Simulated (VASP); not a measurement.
# TaN (P-62m) in VASP: notebook, part 2 of 3

VASP 6.6.1. The steps go on from the part before.

### Step 3. Single point, PBEsol (uniaxial strain along c: +2.0 %)

Contents of INCAR:

```
SYSTEM = TaN
ALGO = Normal
EDIFF = 1E-7
ENCUT = 520
GGA = PS
ISIF = 2
ISMEAR = 0
LASPH = .TRUE.
LCHARG = .TRUE.
LELF = .TRUE.
LREAL = .FALSE.
LVHAR = .TRUE.
LWAVE = .FALSE.
NBANDS = 33
NELM = 100
PREC = Accurate
SIGMA = 0.1
```

Contents of KPOINTS:

```
k-points
0
G
  12 12 12
  0 0 0
```

Contents of POSCAR:

```
TaN
1.0
    5.1530262651      0.0000000000      0.0000000000
   -2.5765131326      4.4626516520      0.0000000000
    0.0000000000      0.0000000000      2.9539172230
Ta N
3 3
Direct
    0.3333333390      0.6666666609      0.5000000000
    0.6666666609      0.3333333390      0.5000000000
   -0.0000000004     -0.0000000004      0.0000000000
    0.3937963051     -0.0000000028      0.0000000000
    0.6062036982      0.6062036982      0.0000000000
   -0.0000000028      0.3937963051      0.0000000000
```

Potentials or basis: VASP PAW PBE potentials, release 64 (Ta_pv, N).

The run is started by

```sh
$ cat potpaw_PBE.64/Ta_pv/POTCAR potpaw_PBE.64/N/POTCAR > POTCAR
$ mpirun -np 1 vasp_std > vasp.out
```

OUTCAR:

```text
SYSTEM = TaN
   EDIFF = 1E-7
   ENCUT = 520
   GGA = PS
   ISIF = 2
   ISMEAR = 0
   LASPH = .TRUE.
   LREAL = .FALSE.
   NELM = 100
   PREC = Accurate

 ion  position               nearest neighbor table
   1  0.333  0.667  0.500-   5 2.17   5 2.17   6 2.17   6 2.17   4 2.17   4 2.17   2 2.98   2 2.98
                             2 2.98   3 3.32   3 3.32   3 3.32   3 3.32   3 3.32   3 3.32
   2  0.667  0.333  0.500-   5 2.17   5 2.17   4 2.17   4 2.17   6 2.17   6 2.17   1 2.98   1 2.98
                             1 2.98   3 3.32   3 3.32   3 3.32   3 3.32   3 3.32   3 3.32
   3  1.000  1.000  0.000-   5 2.03   4 2.03   6 2.03   1 3.32   1 3.32   2 3.32   2 3.32   2 3.32
                             2 3.32   1 3.32   1 3.32   2 3.32   1 3.32   1 3.32   2 3.32
   4  0.394  1.000  0.000-   3 2.03   2 2.17   2 2.17   1 2.17   1 2.17
   5  0.606  0.606  0.000-   3 2.03   1 2.17   1 2.17   2 2.17   2 2.17
   6  1.000  0.394  0.000-   3 2.03   1 2.17   1 2.17   2 2.17   2 2.17

  LATTYP: Found a hexagonal cell.
 ALAT       =     5.1530262651
 C/A-ratio  =     0.5732393105

  Lattice vectors:

 A1 = (   5.1530262651,   0.0000000000,   0.0000000000)
 A2 = (  -2.5765131326,   4.4626516520,   0.0000000000)
 A3 = (   0.0000000000,   0.0000000000,   2.9539172230)

Analysis of symmetry for initial positions (statically):
=====================================================================
 Subroutine PRICEL returns:
 Original cell was already a primitive cell.

 Routine SETGRP: Setting up the symmetry group for a
 hexagonal supercell.

 Subroutine GETGRP returns: Found 12 space group operations
 (whereof 12 operations were pure point group operations)
 out of a pool of 24 trial point group operations.

The static configuration has the point symmetry D_3h.

Analysis of symmetry for dynamics (positions and initial velocities):
=====================================================================
 Subroutine PRICEL returns:
 Original cell was already a primitive cell.

 Routine SETGRP: Setting up the symmetry group for a
 hexagonal supercell.

 Subroutine GETGRP returns: Found 12 space group operations
[... 136 lines left out ...]
   GGA     = PS    functional components
   LHFCALC =     F    Hartree Fock is set to
   AEXX    =    0.0000 exact exchange contribution
   IVDW    =     0    specifies the selected vdW correction
   LEPSILON=     F    determine dielectric tensor
   LRPA    =     F    only Hartree local field effects (RPA)
 non-spin polarized calculation
 Gauss-broadening in eV      SIGMA  =   0.10
  energy-cutoff  :      520.00
  volume of cell :       67.93
 maximum number of plane-waves:      1851
 NGX is ok and might be reduce to    40
   NGX = 19   NGY = 19   NGZ = 11

 number of electron      48.0000004 magnetization

 Free energy of the ion-electron system (eV)
  ---------------------------------------------------
  ext. energy  EPLUGINS =         0.00000000
  ---------------------------------------------------
  free energy    TOTEN  =       -71.40453704 eV

  energy without entropy =      -71.40279883  energy(sigma->0) =      -71.40366793

 E-fermi :   8.2444     XC(G=0): -13.1751

 val. band max:        8.2265179567   @ k =   0.0833   0.0833   0.0000
 cond. band min:       8.2521204964   @ k =   0.2500   0.0000   0.1667
 fundamental gap:      0.0256025397
 Fermi energy:         8.2444283745

 k-point     1 :       0.0000    0.0000    0.0000
  band No.  band energies     occupation
      1     -27.9853      2.00000
      2     -27.9853      2.00000
      3     -27.6185      2.00000
      4     -27.6185      2.00000
      5     -27.4933      2.00000
      6     -27.3745      2.00000
[... 853 lines left out ...]
     32      11.8704      0.00000
     33      12.0638      0.00000

 [... further k-points ...]

------------------------ aborting loop because EDIFF is reached ----------------------------------------

  FORCE on cell =-STRESS in cart. coord.  units (eV):
  Direction    XX          YY          ZZ          XY          YZ          ZX
  --------------------------------------------------------------------------------------
  -------------------------------------------------------------------------------------
  Total        0.5806155      0.5806155     -4.5018815     -0.0000000      0.0000000      0.0000000
  in kB       13.6944805     13.6944805   -106.1820176     -0.0000000      0.0000000      0.0000000
  external PRESSURE =     -26.2643522 kB  Pullay stress =       0.0000000 kB

 VOLUME and BASIS-vectors are now :
 -----------------------------------------------------------------------------
  energy-cutoff  :      520.00
  volume of cell :       67.93
      direct lattice vectors                 reciprocal lattice vectors
     5.153026265  0.000000000  0.000000000     0.194060722  0.112041010  0.000000000
    -2.576513133  4.462651652  0.000000000     0.000000000  0.224082021  0.000000000
     0.000000000  0.000000000  2.953917223     0.000000000  0.000000000  0.338533522

 POSITION                                       TOTAL-FORCE (eV/Angst)
 -----------------------------------------------------------------------------------
      0.00000      2.97510      1.47696        -0.000000      0.000000      0.000000
      2.57651      1.48755      1.47696        -0.000000      0.000000      0.000000
      2.57651      4.46265      0.00000        -0.000000      0.000000      0.000000
     -0.54727      4.46265      0.00000         0.059673      0.000000     -0.000000
      1.56189      2.70528      0.00000        -0.029836     -0.051678      0.000000
      4.13840      1.75738      0.00000        -0.029836      0.051678     -0.000000
 -----------------------------------------------------------------------------------
    total drift:                               -0.000003     -0.000005      0.000000

  FREE ENERGIE OF THE ION-ELECTRON SYSTEM (eV)
  ---------------------------------------------------
  free  energy   TOTEN  =       -71.4045370377 eV

  energy  without entropy=      -71.4027988260  energy(sigma->0) =      -71.40366793
```

OSZICAR:

```text
N       E                     dE             d eps       ncg     rms          rms(c)
DAV:   1     0.441530968879E+03    0.44153E+03   -0.25978E+04  8778   0.153E+03
DAV:   2    -0.513279201244E+02   -0.49286E+03   -0.46987E+03 10076   0.450E+02
DAV:   3    -0.801058175646E+02   -0.28778E+02   -0.28301E+02 10787   0.105E+02
DAV:   4    -0.806789162822E+02   -0.57310E+00   -0.56927E+00 10930   0.146E+01
DAV:   5    -0.806925641339E+02   -0.13648E-01   -0.13631E-01 11348   0.180E+00    0.439E+01
DAV:   6    -0.717151439148E+02    0.89774E+01   -0.44468E+01 11265   0.360E+01    0.185E+01
DAV:   7    -0.714934112724E+02    0.22173E+00   -0.22418E+00 10744   0.803E+00    0.107E+01
DAV:   8    -0.714216977976E+02    0.71713E-01   -0.39424E-01 10783   0.372E+00    0.101E+00
DAV:   9    -0.714054871881E+02    0.16211E-01   -0.43320E-02 11086   0.148E+00    0.358E-01
DAV:  10    -0.714048122468E+02    0.67494E-03   -0.11582E-02 10714   0.545E-01    0.193E-01
DAV:  11    -0.714045764893E+02    0.23576E-03   -0.23503E-03 11101   0.297E-01    0.454E-02
DAV:  12    -0.714045369733E+02    0.39516E-04   -0.20831E-04 10744   0.851E-02    0.160E-02
DAV:  13    -0.714045370162E+02   -0.42979E-07   -0.14298E-05 11071   0.215E-02    0.459E-03
DAV:  14    -0.714045370377E+02   -0.21412E-07   -0.59109E-07  9743   0.534E-03
   1 F= -.71404537E+02 E0= -.71403668E+02  d E =-.173821E-02
```

stdout:

```text
POSCAR found type information on POSCAR TaN
 POSCAR found :  2 types and       6 ions
 scaLAPACK will be used
 -----------------------------------------------------------------------------
|                                                                             |
|                                                                             |
|     You enforced a specific xc type in the INCAR file but a different       |
|     I HOPE YOU KNOW WHAT YOU ARE DOING!                                     |
|                                                                             |
 -----------------------------------------------------------------------------

 LDA part: xc-table for (Slater+PW92), standard interpolation
 POSCAR, INCAR and KPOINTS ok, starting setup
 FFT: planning ... GRIDC
 FFT: planning ... GRID_SOFT
 FFT: planning ... GRID
 WAVECAR not read
 entering main loop
```

Run time: 6.6 min. Hardware: 1 thread of Intel Xeon 8259CL, shared host; peak memory 0.35 GiB.

What came out:

- Free energy: -71.4045 eV
- Pressure: -2.6 GPa
- Largest force: 0.060 eV/Å
- Band gap on the k mesh: zero (bands 24 and 25 overlap by 2.93 eV)

Forces on the atoms (eV/Å):
```
Ta   0.000  0.000  0.000
Ta   0.000  0.000  0.000
Ta   0.000  0.000  0.000
N    0.060  0.000  0.000
N   -0.030 -0.052  0.000
N   -0.030  0.052  0.000
```

Stress tensor (GPa, compression positive):
```
  1.37   0.00   0.00
  0.00   1.37   0.00
  0.00   0.00 -10.62
```

Levels at points of the mesh, in eV from the Fermi level:
```csv
k point,band 22,band 23,band 24,band 25,band 26,band 27
"(0.00, 0.00, 0.00)",-3.51,-1.79,-0.91,-0.91,0.30,0.30
"(0.50, 0.00, 0.00)",-3.77,-2.81,-2.62,1.02,1.64,1.89
"(0.00, 0.00, 0.50)",-2.94,-2.94,1.62,1.97,1.97,2.24
"(0.50, 0.00, 0.50)",-3.33,-2.11,-0.91,0.47,1.34,3.17
```

Caveat: the cell differs from its parent crystal (uniaxial strain along c: +2.0 %); the stress differs along the axes, from -11 to 1 GPa; the PAW data sets were made with another functional, which shifts forces and pressure a little; spin-orbit coupling is left out, which moves the levels of the heavy elements.

### Step 4. Single point, PBEsol (uniaxial strain along c: +3.0 %)

Contents of INCAR:

```
SYSTEM = TaN
ALGO     = Normal         ! electronic algorithm
EDIFF    = 1E-6           ! SCF threshold, eV
ENCUT    = 520            ! plane-wave cutoff, eV
GGA      = PS             ! functional
ISIF     = 2              ! what is computed and relaxed
ISMEAR   = 0              ! smearing method
LASPH    = .TRUE.         ! aspherical terms in the spheres
LCHARG   = .TRUE.         ! write CHGCAR
LELF     = .TRUE.         ! ELF
LREAL    = .FALSE.        ! projectors in reciprocal space
LVHAR    = .TRUE.       
LWAVE    = .FALSE.        ! write WAVECAR
NBANDS   = 33             ! bands
NELM     = 100            ! most SCF steps
PREC     = Accurate       ! precision mode
SIGMA    = 0.1            ! smearing width, eV
```

KPOINTS is that of step 3.

Contents of POSCAR:

```
TaN
1.0
    5.1400789629      0.0000000000      0.0000000000
   -2.5700394815      4.4514389594      0.0000000000
    0.0000000000      0.0000000000      2.9828771958
Ta N
3 3
Direct
    0.3333333345      0.6666666652      0.5000000000
    0.6666666652      0.3333333345      0.5000000000
   -0.0000000006     -0.0000000006      0.0000000000
    0.3941618694     -0.0000000008      0.0000000000
    0.6058381324      0.6058381324      0.0000000000
   -0.0000000008      0.3941618694      0.0000000000
```

The run is started by

```sh
$ cat potpaw_PBE.64/Ta_pv/POTCAR potpaw_PBE.64/N/POTCAR > POTCAR
$ mpirun -np 1 vasp_std > vasp.out
```

Run time: 6.3 min. Hardware: 1 thread of Intel Xeon 8259CL, shared host; peak memory 0.36 GiB.

It converged, with:

```
Free energy            : -71.3468 eV
Pressure               : -4.2 GPa
Largest force          : 0.062 eV/Å
Band gap on the k mesh : zero (bands 24 and 25 overlap by 2.73 eV)
```

Forces in eV/Å, atoms in the order of the input:
```
Ta   0.000  0.000  0.000
Ta   0.000  0.000  0.000
Ta   0.000  0.000  0.000
N    0.062  0.000  0.000
N   -0.031 -0.054  0.000
N   -0.031  0.054  0.000
```

Stress tensor (GPa, compression positive):
```
  1.67   0.00   0.00
  0.00   1.67   0.00
  0.00   0.00 -15.94
```

Levels at points of the mesh, in eV from the Fermi level:
| k point | band 20 | band 21 | band 22 | band 23 | band 24 | band 25 | band 26 | band 27 | band 28 | band 29 |
| --- | --- | --- | --- | --- | --- | --- | --- | --- | --- | --- |
| (0.00, 0.00, 0.00) | -4.88 | -4.33 | -3.57 | -1.69 | -0.88 | -0.88 | 0.19 | 0.19 | 1.66 | 1.66 |
| (0.50, 0.00, 0.00) | -4.64 | -3.88 | -3.67 | -2.76 | -2.57 | 0.93 | 1.59 | 1.89 | 2.10 | 2.17 |
| (0.00, 0.00, 0.50) | -4.40 | -4.33 | -2.93 | -2.93 | 1.42 | 2.01 | 2.01 | 2.28 | 2.28 | 3.20 |
| (0.50, 0.00, 0.50) | -4.75 | -3.88 | -3.32 | -2.15 | -0.86 | 0.47 | 1.35 | 3.02 | 3.12 | 3.40 |

Caveat: the cell differs from its parent crystal (uniaxial strain along c: +3.0 %); the stress differs along the axes, from -16 to 2 GPa; the PAW data sets were made with another functional, which shifts forces and pressure a little; spin-orbit coupling is left out, which moves the levels of the heavy elements.

(Continued in part 3 of 3.)

The gap in the log of VASP goes by the Fermi energy; the results here count the filled bands.